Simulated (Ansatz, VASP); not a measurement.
BN: VASP beside Ansatz

```xyz
4
Lattice="2.5122 0.0000 0.0000 -1.2561 2.1756 0.0000 0.0000 0.0000 8.3695" Properties=species:S:1:pos:R:3 pbc="T T T"
B     0.0000    1.4504    2.0924
B     1.2561    0.7252    6.2771
N     0.0000    1.4504    6.2771
N     1.2561    0.7252    2.0924
```

Alike in both runs: functional PBE; k mesh 12 × 12 × 4; occupations gaussian, width 0.02 eV; no spin polarisation.

Ansatz relaxed the structure, and its values are those at the end. VASP's run is a single point on that final structure, the one shown.

|  | VASP | Ansatz |
| --- | --- | --- |
| version | VASP 6.6.1 | Ansatz 0.2.0 |
| potentials or method | VASP PAW PBE potentials, release 64 (B, N), cutoff 520 eV | scalar-relativistic, plane waves, PAW |
| valence electrons in the cell | 16 | 16 |

```tsv
	VASP	Ansatz	Ansatz less VASP
gap on the k mesh at the Fermi level (eV)	4.39	4.39	+0.002
least direct gap on the mesh (eV)	4.66	4.66	+0.003
pressure (GPa)	0.1	0.0	-0.05
```
